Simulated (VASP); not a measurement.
Set up this calculation in VASP 6.6.1, as the native input.

- Task: single point
- Functional: r2SCAN
- Potentials or basis: VASP PAW PBE potentials, release 64 (Ni, Si)
- Cutoff: 550 eV
- k mesh: 6 × 6 × 4, shifted
- Occupations: fermi-dirac, width 0.0198 eV
- Spin: no spin polarisation
- Dipole correction: no
- Further INCAR settings: ALGO = Normal; EDIFF = 1e-06; NBANDS = 22; ISYM = -1

Crystal: SiNi.

```
Ni Si
1.0
     3.48399    0.00000    0.00000
    -1.74199    3.01723    0.00000
     0.00000    0.00000    4.54525
Ni Si
2 2
Direct
  0.00000 0.00000 0.00000
  0.00000 0.00000 0.50000
  0.33330 0.66670 0.25000
  0.66660 0.33330 0.75000
```

These files were run (other wordings do the same):

POSCAR

```
SiNi
1.0
    3.4839890000      0.0000000000      0.0000000000
   -1.7419940000      3.0172260000      0.0000000000
    0.0000000000      0.0000000000      4.5452540000
Ni Si
2 2
Direct
    0.0000000000      0.0000000000      0.0000000000
    0.0000000000      0.0000000000      0.5000000000
    0.3333000000      0.6667000000      0.2500000000
    0.6666000000      0.3333000000      0.7500000000
```

INCAR.step1

```
PREC = Accurate ; ENCUT = 550
ISMEAR = -1 ; SIGMA = 0.0198
LREAL = False ; LASPH = True
NELM = 120 ; NBANDS = 22
ISYM = -1 ; GGA = PE
ALGO = Normal ; EDIFF = 1E-5
LWAVE = True ; LCHARG = False
GGA_COMPAT = False
```

INCAR.step2

```
PREC = Accurate ; ENCUT = 550
EDIFF = 1E-6 ; ISMEAR = -1
SIGMA = 0.0198 ; LREAL = False
LASPH = True ; NELM = 120
ALGO = Normal ; ISIF = 2
LWAVE = False ; LCHARG = False
METAGGA = R2SCAN ; LMIXTAU = True
NBANDS = 22 ; ISYM = -1
ISTART = 1 ; GGA_COMPAT = False
```

KPOINTS

```
explicit points
72
Reciprocal
  0.08333333   0.08333333   0.12500000 2
  0.08333333   0.08333333   0.37500000 2
  0.08333333   0.08333333   0.62500000 2
  0.08333333   0.08333333   0.87500000 2
  0.08333333   0.25000000   0.12500000 2
  0.08333333   0.25000000   0.37500000 2
  0.08333333   0.25000000   0.62500000 2
  0.08333333   0.25000000   0.87500000 2
  0.08333333   0.41666667   0.12500000 2
  0.08333333   0.41666667   0.37500000 2
  0.08333333   0.41666667   0.62500000 2
  0.08333333   0.41666667   0.87500000 2
  0.08333333   0.58333333   0.12500000 2
  0.08333333   0.58333333   0.37500000 2
  0.08333333   0.58333333   0.62500000 2
  0.08333333   0.58333333   0.87500000 2
  0.08333333   0.75000000   0.12500000 2
  0.08333333   0.75000000   0.37500000 2
  0.08333333   0.75000000   0.62500000 2
  0.08333333   0.75000000   0.87500000 2
  0.08333333   0.91666667   0.12500000 2
  0.08333333   0.91666667   0.37500000 2
  0.08333333   0.91666667   0.62500000 2
  0.08333333   0.91666667   0.87500000 2
  0.25000000   0.08333333   0.12500000 2
  0.25000000   0.08333333   0.37500000 2
  0.25000000   0.08333333   0.62500000 2
  0.25000000   0.08333333   0.87500000 2
  0.25000000   0.25000000   0.12500000 2
  0.25000000   0.25000000   0.37500000 2
  0.25000000   0.25000000   0.62500000 2
  0.25000000   0.25000000   0.87500000 2
  0.25000000   0.41666667   0.12500000 2
  0.25000000   0.41666667   0.37500000 2
  0.25000000   0.41666667   0.62500000 2
  0.25000000   0.41666667   0.87500000 2
  0.25000000   0.58333333   0.12500000 2
  0.25000000   0.58333333   0.37500000 2
  0.25000000   0.58333333   0.62500000 2
  0.25000000   0.58333333   0.87500000 2
  0.25000000   0.75000000   0.12500000 2
  0.25000000   0.75000000   0.37500000 2
  0.25000000   0.75000000   0.62500000 2
  0.25000000   0.75000000   0.87500000 2
  0.25000000   0.91666667   0.12500000 2
  0.25000000   0.91666667   0.37500000 2
  0.25000000   0.91666667   0.62500000 2
  0.25000000   0.91666667   0.87500000 2
  0.41666667   0.08333333   0.12500000 2
  0.41666667   0.08333333   0.37500000 2
  0.41666667   0.08333333   0.62500000 2
  0.41666667   0.08333333   0.87500000 2
  0.41666667   0.25000000   0.12500000 2
  0.41666667   0.25000000   0.37500000 2
  0.41666667   0.25000000   0.62500000 2
  0.41666667   0.25000000   0.87500000 2
  0.41666667   0.41666667   0.12500000 2
  0.41666667   0.41666667   0.37500000 2
  0.41666667   0.41666667   0.62500000 2
  0.41666667   0.41666667   0.87500000 2
  0.41666667   0.58333333   0.12500000 2
  0.41666667   0.58333333   0.37500000 2
  0.41666667   0.58333333   0.62500000 2
  0.41666667   0.58333333   0.87500000 2
  0.41666667   0.75000000   0.12500000 2
  0.41666667   0.75000000   0.37500000 2
  0.41666667   0.75000000   0.62500000 2
  0.41666667   0.75000000   0.87500000 2
  0.41666667   0.91666667   0.12500000 2
  0.41666667   0.91666667   0.37500000 2
  0.41666667   0.91666667   0.62500000 2
  0.41666667   0.91666667   0.87500000 2
```

Potentials or basis: VASP PAW PBE potentials, release 64 (Ni, Si).

Launch:

```console
$ cat potpaw_PBE.64/Ni/POTCAR potpaw_PBE.64/Si/POTCAR > POTCAR
$ cp INCAR.step1 INCAR
$ mpirun -np 1 vasp_std > vasp.out
$ cp INCAR.step2 INCAR
$ mpirun -np 1 vasp_std > vasp.out
```

It gave:

| Quantity | Value |
| --- | --- |
| Pressure | 10.1 GPa |
| Largest force | 0.075 eV/Å |
| Band gap on the k mesh | zero (bands 14 and 15 overlap by 4.39 eV) |

Caveat: the stress differs along the axes, from 5 to 19 GPa; the PAW data sets were made with another functional, which shifts forces and pressure a little.

Wall time 8.8 min on 1 thread of Intel Xeon 8259CL, on a shared host, peak memory 0.22 GiB.
